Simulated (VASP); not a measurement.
# Sb (I4/mmm) in VASP: notebook, part 2 of 3

VASP 6.6.1. Earlier steps stand in the parts before.

## Step 4: Electric field gradients, PBE (zz strain of +1 %)

Input file INCAR:

```
ALGO = Normal ; EDIFF = 1E-8
ENCUT = 520 ; GGA = PE
ISIF = 2 ; ISMEAR = -1
LASPH = T ; LCHARG = F
LEFG = T ; LREAL = F
LWAVE = F ; NBANDS = 8
NELM = 60 ; PREC = Accurate
SIGMA = 0.05
```

Input file KPOINTS:

```
k-points
0
Gamma
  19 19 19
```

Input file POSCAR:

```
Sb
1.0
   -1.5050000000      1.5050000000      2.5048000000
    1.5050000000     -1.5050000000      2.5048000000
    1.5050000000      1.5050000000     -2.5048000000
Sb
1
Direct
    0.0000000000      0.0000000000      0.0000000000
```

Potentials or basis: VASP PAW PBE potentials, release 64 (Sb).

Launch:

```sh
> cat potpaw_PBE.64/Sb/POTCAR > POTCAR
> mpirun -np 1 vasp_std > vasp.out
```

OUTCAR:

```text
EDIFF = 1E-8
   ENCUT = 520
   GGA = PE
   ISIF = 2
   ISMEAR = -1
   LASPH = T
   LREAL = F
   NELM = 60
   PREC = Accurate

 ion  position               nearest neighbor table
   1  0.000  0.000  0.000-

  LATTYP: Found a body centered tetragonal cell.
 ALAT       =     3.0100000000
 C/A-ratio  =     1.6643189369

  Lattice vectors:

 A1 = (  -1.5050000000,   1.5050000000,   2.5048000000)
 A2 = (   1.5050000000,  -1.5050000000,   2.5048000000)
 A3 = (   1.5050000000,   1.5050000000,  -2.5048000000)

Analysis of symmetry for initial positions (statically):
=====================================================================
 Subroutine PRICEL returns:
 Original cell was already a primitive cell.

 Routine SETGRP: Setting up the symmetry group for a
 body centered tetragonal supercell.

 Subroutine GETGRP returns: Found 16 space group operations
 (whereof 16 operations were pure point group operations)
 out of a pool of 16 trial point group operations.

The static configuration has the point symmetry D_4h.

Analysis of symmetry for dynamics (positions and initial velocities):
=====================================================================
 Subroutine PRICEL returns:
 Original cell was already a primitive cell.

 Routine SETGRP: Setting up the symmetry group for a
 body centered tetragonal supercell.

 Subroutine GETGRP returns: Found 16 space group operations
 (whereof 16 operations were pure point group operations)
 out of a pool of 16 trial point group operations.

The dynamic configuration has the point symmetry D_4h.

 Subroutine INISYM returns: Found 16 space group operations
 (whereof 16 operations are pure point group operations),
 and found     1 'primitive' translations

----------------------------------------------------------------------------------------

                                     Primitive cell

  volume of cell :      22.6937

  direct lattice vectors                    reciprocal lattice vectors
    -1.505000000  1.505000000  2.504800000     0.000000000  0.332225914  0.199616736
     1.505000000 -1.505000000  2.504800000     0.332225914  0.000000000  0.199616736
     1.505000000  1.505000000 -2.504800000     0.332225914  0.332225914  0.000000000

  length of vectors
     3.286954980  3.286954980  3.286954980     0.387583409  0.387583409  0.469838393

  position of ions in fractional coordinates (direct lattice)
     0.000000000  0.000000000  0.000000000

  ion indices of the primitive-cell ions
   primitive index   ion index
                 1           1

----------------------------------------------------------------------------------------

 KPOINTS: k-points

Automatic generation of k-mesh.
 Grid dimensions read from file:
 generate k-points for:   19   19   19

 Generating k-lattice:

  Cartesian coordinates                     Fractional coordinates (reciprocal lattice)
[... 66 lines left out ...]
   ISIF   =      2    stress and relaxation
   ISYM   =      2    0-nonsym 1-usesym 2-fastsym
   POTIM  = 0.5000    time-step for ionic-motion
   TEBEG  =    0.0;   TEEND  =   0.0 temperature during run
   PSTRESS=    0.0 pullay stress
   NELECT =       5.0000    total number of electrons
   NUPDOWN=      -1.0000    fix difference up-down
   EMIN   =  10.00;   EMAX   =-10.00  energy-range for DOS
   EFERMI =   0.00;   METHOD = LEGACY
   ISMEAR =    -1;   SIGMA  =   0.05  broadening in eV -4-tet -1-fermi 0-gaus
   EFERMI_NEDOS =   21; number of points for ismear=-14 and -15
   IALGO  =     38    algorithm
   IMIX   =      4    mixing-type and parameters
     AMIX     =   0.40;   BMIX     =  1.00
     AMIX_MAG =   1.60;   BMIX_MAG =  1.00
  volume/ion in A,a.u.               =      22.69       153.14
  Fermi-wavevector in a.u.,A,eV,Ry     =   0.988772  1.868508 13.302008  0.977670
  Thomas-Fermi vector in A             =   2.120323
   LORBIT       =      0    0 simple, 1 ext, 2 COOP (PROOUT), +10 PAW based schemes
   GGA     = PE    functional components
   LHFCALC =     F    Hartree Fock is set to
   AEXX    =    0.0000 exact exchange contribution
   IVDW    =     0    specifies the selected vdW correction
   LEPSILON=     F    determine dielectric tensor
   LRPA    =     F    only Hartree local field effects (RPA)
 non-spin polarized calculation
  energy-cutoff  :      520.00
  volume of cell :       22.69
 maximum number of plane-waves:       638
   NGX = 13   NGY = 13   NGZ = 13

 number of electron       5.0000000 magnetization

 Free energy of the ion-electron system (eV)
  ---------------------------------------------------
  ext. energy  EPLUGINS =         0.00000000
  ---------------------------------------------------
  free energy    TOTEN  =        -3.61127500 eV

  energy without entropy =       -3.60650017  energy(sigma->0) =       -3.60888758

 E-fermi :  10.9857     XC(G=0): -10.9923

 val. band max:       10.9835832338   @ k =   0.2632   0.2632   0.1579
 cond. band min:      10.9868661601   @ k =  -0.4211   0.4737   0.2632
 fundamental gap:      0.0032829264
 Fermi energy:        10.9856503873

 k-point     1 :       0.0000    0.0000    0.0000
  band No.  band energies     occupation
      1      -3.4765      2.00000
      2      17.2884      0.00000
      3      17.6530      0.00000
      4      17.6530      0.00000
      5      20.9917      0.00000
      6      21.4298      0.00000
      7      22.1031      0.00000
      8      22.1031      0.00000
[... 243 lines left out ...]
 k-point    24 :      -0.2632    0.0526    0.0000
  band No.  band energies     occupation
      1      -1.9654      2.00000
      2      10.3072      2.00000
      3      14.7153      0.00000
      4      17.0393      0.00000
      5      19.1185      0.00000
      6      21.2912      0.00000
      7      22.8749      0.00000
      8      23.4578      0.00000

 [... further k-points ...]

------------------------ aborting loop because EDIFF is reached ----------------------------------------

  FORCE on cell =-STRESS in cart. coord.  units (eV):
  Direction    XX          YY          ZZ          XY          YZ          ZX
  --------------------------------------------------------------------------------------
  -------------------------------------------------------------------------------------
  Total        2.6674062      2.6674062      2.3139352      0.0000000      0.0000000      0.0000000
  in kB      188.3188061    188.3188061    163.3637617      0.0000000      0.0000000      0.0000000
  external PRESSURE =     180.0004580 kB  Pullay stress =       0.0000000 kB

 VOLUME and BASIS-vectors are now :
 -----------------------------------------------------------------------------
  energy-cutoff  :      520.00
  volume of cell :       22.69
      direct lattice vectors                 reciprocal lattice vectors
    -1.505000000  1.505000000  2.504800000     0.000000000  0.332225914  0.199616736
     1.505000000 -1.505000000  2.504800000     0.332225914  0.000000000  0.199616736
     1.505000000  1.505000000 -2.504800000     0.332225914  0.332225914  0.000000000

 POSITION                                       TOTAL-FORCE (eV/Angst)
 -----------------------------------------------------------------------------------
      0.00000      0.00000      0.00000         0.000000     -0.000000     -0.000000
 -----------------------------------------------------------------------------------
    total drift:                                0.000000      0.000000      0.000000

  FREE ENERGIE OF THE ION-ELECTRON SYSTEM (eV)
  ---------------------------------------------------
  free  energy   TOTEN  =        -3.6112749957 eV

  energy  without entropy=       -3.6065001732  energy(sigma->0) =       -3.60888758

 Electric field gradients (V/A^2)
---------------------------------------------------------------------
 ion       V_xx      V_yy      V_zz      V_xy      V_xz      V_yz
---------------------------------------------------------------------
   1     -20.559   -20.559    41.119    -0.000    -0.000    -0.000
---------------------------------------------------------------------

 Electric field gradients after diagonalization (V/A^2)
 (convention: |V_zz| > |V_xx| > |V_yy|)
----------------------------------------------------------------------
 ion       V_xx      V_yy      V_zz     asymmetry (V_yy - V_xx)/ V_zz
----------------------------------------------------------------------
   1     -20.559   -20.559    41.119       0.000
----------------------------------------------------------------------

           NMR quadrupolar parameters

 Cq : quadrupolar parameter    Cq=e*Q*V_zz/h
 eta: asymmetry parameters     (V_yy - V_xx)/ V_zz
 Q  : nuclear electric quadrupole moment in mb (millibarn)
----------------------------------------------------------------------
 ion       Cq(MHz)       eta       Q (mb)
----------------------------------------------------------------------
   1       0.099       0.000       1.000
----------------------------------------------------------------------
```

OSZICAR:

```text
N       E                     dE             d eps       ncg     rms          rms(c)
DAV:   1     0.557955685160E+01    0.55796E+01   -0.17607E+03  9032   0.419E+02
DAV:   2    -0.353083523221E+01   -0.91104E+01   -0.87261E+01 12480   0.551E+01
DAV:   3    -0.361785839116E+01   -0.87023E-01   -0.86749E-01 10904   0.608E+00
DAV:   4    -0.361807269353E+01   -0.21430E-03   -0.21429E-03 13424   0.355E-01
DAV:   5    -0.361807310981E+01   -0.41628E-06   -0.41624E-06 11376   0.102E-02    0.242E+00
DAV:   6    -0.361380375286E+01    0.42694E-02   -0.84548E-04 12144   0.163E-01    0.143E+00
DAV:   7    -0.361127889175E+01    0.25249E-02   -0.19777E-03 10496   0.246E-01    0.399E-02
DAV:   8    -0.361127503376E+01    0.38580E-05   -0.53664E-05 12904   0.531E-02    0.677E-03
DAV:   9    -0.361127540012E+01   -0.36637E-06   -0.79171E-07 11968   0.669E-03    0.309E-03
DAV:  10    -0.361127506060E+01    0.33952E-06   -0.67916E-08 12200   0.141E-03    0.358E-04
DAV:  11    -0.361127501987E+01    0.40732E-07   -0.27920E-09  8632   0.364E-04    0.105E-04
DAV:  12    -0.361127499775E+01    0.22121E-07   -0.22498E-10  5584   0.108E-04    0.174E-05
DAV:  13    -0.361127499567E+01    0.20730E-08   -0.22942E-11  5008   0.373E-05
   1 F= -.36112750E+01 E0= -.36088876E+01  d E =-.477482E-02
```

stdout:

```text
POSCAR found type information on POSCAR Sb
 POSCAR found :  1 types and       1 ions
 scaLAPACK will be used
 LDA part: xc-table for (Slater+PW92), standard interpolation
 POSCAR, INCAR and KPOINTS ok, starting setup
 FFT: planning ... GRIDC
 FFT: planning ... GRID_SOFT
 FFT: planning ... GRID
 WAVECAR not read
 entering main loop
ion   1
```

Wall time 59 s (1 thread of Intel Xeon Platinum 8259CL at 2.50GHz (Skylake/Cascade Lake), shared host); peak memory 0.22 GiB.

Results:

```
Free energy                             : -3.6113 eV
Pressure                                : 18.0 GPa
Band gap on the k mesh                  : zero (an odd number of electrons rules out a gap without spin polarisation)
Largest electric field gradient by atom : Sb +41.1 V/Å²
```

Levels at points of the mesh, in eV from the Fermi level:
| k point | band 1 | band 2 | band 3 | band 4 | band 5 | band 6 |
| --- | --- | --- | --- | --- | --- | --- |
| (0.00, 0.00, 0.00) | -14.46 | 6.30 | 6.67 | 6.67 | 10.01 | 10.44 |

Electric field gradients, principal values (V/Å²):
```tsv
atom	least	middle	greatest (by size)
1 Sb	-20.559	-20.559	41.119
```

Caveat: the cell differs from its parent crystal (zz strain of +1 %); the cell stands under pressure; without QUAD_EFG the Cq values of the log hold for a quadrupole moment of 1 mb, not for the nuclei; spin-orbit coupling is left out, which moves the levels of the heavy elements.

## Step 5: Electric field gradients, PBE (zz strain of +1 %)

Input file INCAR:

```
SYSTEM = Sb
PREC = Accurate ; ENCUT = 520
EDIFF = 1E-8 ; ISMEAR = -1
SIGMA = 0.05 ; LREAL = .False.
LASPH = .True. ; NELM = 80
ALGO = Normal ; ISIF = 2
LWAVE = .False. ; LCHARG = .False.
GGA = PE ; LEFG = .True.
NBANDS = 8
```

Input file KPOINTS:

```
regular mesh
0
Gamma
  19 19 19
  0 0 0
```

POSCAR is that of step 4.

Potentials or basis: VASP PAW PBE potentials, release 64 (Sb).

Launch:

```sh
> cat potpaw_PBE.64/Sb/POTCAR > POTCAR
> mpirun -np 1 vasp_std > vasp.out
```

OUTCAR:

```text
SYSTEM = Sb
   PREC = Accurate
   ENCUT = 520
   EDIFF = 1E-8
   ISMEAR = -1
   LREAL = .False.
   LASPH = .True.
   NELM = 80
   ISIF = 2
   GGA = PE

 ion  position               nearest neighbor table
   1  0.000  0.000  0.000-

  LATTYP: Found a body centered tetragonal cell.
 ALAT       =     3.0100000000
 C/A-ratio  =     1.6643189369

  Lattice vectors:

 A1 = (  -1.5050000000,   1.5050000000,   2.5048000000)
 A2 = (   1.5050000000,  -1.5050000000,   2.5048000000)
 A3 = (   1.5050000000,   1.5050000000,  -2.5048000000)

Analysis of symmetry for initial positions (statically):
[... 466 lines left out ...]
    total drift:                                0.000000      0.000000      0.000000

  FREE ENERGIE OF THE ION-ELECTRON SYSTEM (eV)
  ---------------------------------------------------
  free  energy   TOTEN  =        -3.6112749957 eV

  energy  without entropy=       -3.6065001732  energy(sigma->0) =       -3.60888758

 Electric field gradients (V/A^2)
---------------------------------------------------------------------
 ion       V_xx      V_yy      V_zz      V_xy      V_xz      V_yz
---------------------------------------------------------------------
   1     -20.559   -20.559    41.119    -0.000    -0.000    -0.000
---------------------------------------------------------------------

 Electric field gradients after diagonalization (V/A^2)
 (convention: |V_zz| > |V_xx| > |V_yy|)
----------------------------------------------------------------------
 ion       V_xx      V_yy      V_zz     asymmetry (V_yy - V_xx)/ V_zz
----------------------------------------------------------------------
   1     -20.559   -20.559    41.119       0.000
----------------------------------------------------------------------

           NMR quadrupolar parameters

 Cq : quadrupolar parameter    Cq=e*Q*V_zz/h
 eta: asymmetry parameters     (V_yy - V_xx)/ V_zz
 Q  : nuclear electric quadrupole moment in mb (millibarn)
----------------------------------------------------------------------
 ion       Cq(MHz)       eta       Q (mb)
----------------------------------------------------------------------
   1       0.099       0.000       1.000
----------------------------------------------------------------------
```

stdout:

```text
POSCAR found type information on POSCAR Sb
 POSCAR found :  1 types and       1 ions
 scaLAPACK will be used
 LDA part: xc-table for (Slater+PW92), standard interpolation
 POSCAR, INCAR and KPOINTS ok, starting setup
 FFT: planning ... GRIDC
 FFT: planning ... GRID_SOFT
 FFT: planning ... GRID
 WAVECAR not read
 entering main loop
ion   1
```

Run time: 62 s. Hardware: 1 thread of Intel Xeon Platinum 8259CL at 2.50GHz (Skylake/Cascade Lake), shared host; peak memory 0.22 GiB.

What came out:

* Free energy: -3.6113 eV
* Pressure: 18.0 GPa
* Band gap on the k mesh: zero (an odd number of electrons rules out a gap without spin polarisation)
* Largest electric field gradient by atom: Sb +41.1 V/Å²

Stress tensor (GPa, compression positive):
```
18.83  0.00  0.00
 0.00 18.83  0.00
 0.00  0.00 16.34
```

Levels at points of the mesh, in eV from the Fermi level:
| k point | band 1 | band 2 | band 3 | band 4 | band 5 | band 6 | band 7 | band 8 |
| --- | --- | --- | --- | --- | --- | --- | --- | --- |
| (0.00, 0.00, 0.00) | -14.46 | 6.30 | 6.67 | 6.67 | 10.01 | 10.44 | 11.12 | 11.12 |

Electric field gradients, principal values (V/Å²):
```csv
atom,least,middle,greatest (by size)
1 Sb,-20.559,-20.559,41.119
```

Caveat: the cell differs from its parent crystal (zz strain of +1 %); the cell stands under pressure; without QUAD_EFG the Cq values of the log hold for a quadrupole moment of 1 mb, not for the nuclei; spin-orbit coupling is left out, which moves the levels of the heavy elements.

[end of part 2 of 3]
